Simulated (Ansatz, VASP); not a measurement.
**Tl3H2 in VASP and in Ansatz**

```
Tl H
1.0
     1.84482    1.06511    8.55168
    -1.84482    1.06511    8.55168
     0.00000   -2.13022    8.55168
Tl H
3 2
Direct
  0.00000 0.00000 0.00000
  0.20950 0.20950 0.20950
  0.79050 0.79050 0.79050
  0.40000 0.40000 0.40000
  0.60000 0.60000 0.60000
```

Alike in both runs: task single point; functional PBE; k mesh 6 × 6 × 6; occupations gaussian, width 0.1 eV; no spin polarisation.

```csv
,VASP,Ansatz
version,VASP 6.6.1,Ansatz 0.2.0
potentials or method,"VASP PAW PBE potentials, release 64 (Tl_d, H), cutoff 520 eV","scalar-relativistic, plane waves, PAW"
valence electrons in the cell,41,41
```

```csv
,VASP,Ansatz,Ansatz less VASP
gap on the k mesh at the Fermi level (eV),none,none,-
pressure (GPa),2.8,2.9,+0.06
"traceless stress, the component that is largest in VASP (GPa)",0.93,0.93,0.000
rms of the force components (eV/Å),0.523,0.523,-0.0004
```

Atom by atom the forces differ by 0.000 eV/Å (rms over components). A gap of «none» marks a metal or a gap that the smearing closes.

Neither program's run includes spin-orbit coupling.
